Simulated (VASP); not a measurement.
Set up this calculation in VASP 6.6.1, as the native input.

| Quantity | Value |
| --- | --- |
| Task | single point |
| Functional | r2SCAN |
| Potentials or basis | VASP PAW PBE potentials, release 64 (Ba_sv, Ti_sv, O) |
| Cutoff | 660 eV |
| k mesh | 8 × 8 × 8 |
| Occupations | fermi-dirac, width 0.02 eV |
| Spin | no spin polarisation |
| Dipole correction | no |
| Further INCAR settings | ALGO = Normal; EDIFF = 1e-06; NBANDS = 28 |

BaTiO3:

```
Ba Ti O
1.0
     3.91037    0.00000    0.00000
     0.00000    2.81922    2.83542
     0.00000   -2.81922    2.83542
Ba Ti O
1 1 3
Direct
  0.00000 0.00563 0.00563
  0.50000 0.51837 0.51837
  0.00000 0.49169 0.49169
  0.50000 0.49504 0.98615
  0.50000 0.98615 0.49504
```

One way to write it, as run:

POSCAR

```
BaTiO3
1.0
    3.9103657700      0.0000000000      0.0000000000
    0.0000000000      2.8192162100      2.8354221900
    0.0000000000     -2.8192162100      2.8354221900
Ba Ti O
1 1 3
Direct
    0.0000000000      0.0056260419      0.0056260419
    0.5000000000      0.5183730070      0.5183730070
    0.0000000000      0.4916900629      0.4916900629
    0.5000000000      0.4950439204      0.9861469779
    0.5000000000      0.9861469779      0.4950439204
```

INCAR.step1

```
PREC = Accurate
ENCUT = 660
ISMEAR = -1
SIGMA = 0.02
LREAL = F
LASPH = T
NELM = 120
NBANDS = 28
GGA = PE
ALGO = Normal
EDIFF = 1E-5
LWAVE = T
LCHARG = F
GGA_COMPAT = F
```

INCAR.step2

```
PREC = Accurate
ENCUT = 660
EDIFF = 1E-6
ISMEAR = -1
SIGMA = 0.02
LREAL = F
LASPH = T
NELM = 120
ALGO = Normal
ISIF = 2
LWAVE = F
LCHARG = F
METAGGA = R2SCAN
LMIXTAU = T
NBANDS = 28
ISTART = 1
GGA_COMPAT = F
```

KPOINTS

```
regular mesh
0
Gamma
  8 8 8
```

Potentials or basis: VASP PAW PBE potentials, release 64 (Ba_sv, Ti_sv, O).

Run with:

```sh
$ cat potpaw_PBE.64/Ba_sv/POTCAR potpaw_PBE.64/Ti_sv/POTCAR potpaw_PBE.64/O/POTCAR > POTCAR
$ cp INCAR.step1 INCAR
$ mpirun -np 1 vasp_std > vasp.out
$ cp INCAR.step2 INCAR
$ mpirun -np 1 vasp_std > vasp.out
```

Results of the run:

- Pressure: 7.8 GPa
- Largest force: 0.124 eV/Å
- Band gap on the k mesh: 2.51 eV (least direct gap 2.85 eV)

Caveat: the cell stands under pressure; the PAW data sets were made with another functional, which shifts forces and pressure a little; spin-orbit coupling is left out, which moves the levels of the heavy elements.

Run time: 16 min on 1 thread of Oxide Virtual Turin-like Processor, on a shared host, peak memory 0.37 GiB.
